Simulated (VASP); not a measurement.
Set up this calculation in VASP 6.6.1, as the native input.

```
Task                   : single point
Functional             : PBEsol
Potentials or basis    : VASP PAW PBE potentials, release 64 (Si)
Cutoff                 : 520 eV
k mesh                 : 2 × 2 × 2
Occupations            : fermi-dirac, width 0.36 eV
Spin                   : no spin polarisation
Dipole correction      : no
Further INCAR settings : LREAL = Auto; ALGO = Normal; EDIFF = 1e-06; NBANDS = 46
```

The structure of Si lies in POSCAR:

```
Si
1.0
    0.0000000000      5.6075800000      5.6075800000
    5.6075800000      0.0000000000      5.6075800000
    5.6075800000      5.6075800000      0.0000000000
Si
16
Direct
   -0.1474165326      0.4358297162     -0.0996419133
    0.0377435543      0.5199836650     -0.0215511861
    0.2470851954     -0.3566511757      0.2843205090
    0.3283858634     -0.3181497188      0.7843936243
   -0.0478637844      0.3282342829      0.4606978411
   -0.0721612532      0.6802132114      0.2018428627
    0.1886018568      0.3281986169      0.6940605395
    0.0677832505      0.7389283791      0.6267587801
    0.7123215362     -0.1217280895     -0.4163471587
    0.6699681503      0.1503857279      0.0159962051
    0.3284036964      0.0933646956      0.4904878753
    0.6313953613      0.2921046155      0.4276176176
    0.5850919648      0.7356560227     -0.4845851508
    0.5047186130      0.4151434309      0.1579915044
    0.5428277439      0.1863816477      0.7766362673
    0.5729031062      0.7721156007      0.2014594531
```

The input as run:

INCAR

```
ALGO = Normal
EDIFF = 1E-6
ENCUT = 520
GGA = PS
ISIF = 2
ISMEAR = -1
LASPH = True
LCHARG = False
LREAL = Auto
LWAVE = False
NBANDS = 46
NELM = 60
PREC = Accurate
SIGMA = 0.36
```

KPOINTS

```
k-points
0
Gamma
  2 2 2
```

Potentials or basis: VASP PAW PBE potentials, release 64 (Si).

Command:

```bash
$ cat potpaw_PBE.64/Si/POTCAR > POTCAR
$ mpirun -np 1 vasp_std > vasp.out
```

Results of the run:

```
Pressure               : -3.6 GPa
Largest force          : 3.390 eV/Å
Band gap on the k mesh : zero (bands 32 and 33 overlap by 0.21 eV)
```

Caveat: the k points lie up to 0.49 Å⁻¹ apart; the atoms stand as in a frame of molecular dynamics; so wide a smearing shifts energies and pressures; semilocal functionals underestimate gaps, and a narrow one can read as zero; the PAW data sets were made with another functional, which shifts forces and pressure a little.

Run time: 8.1 min on 1 thread of Intel Xeon 8259CL, on a shared host, peak memory 0.47 GiB.
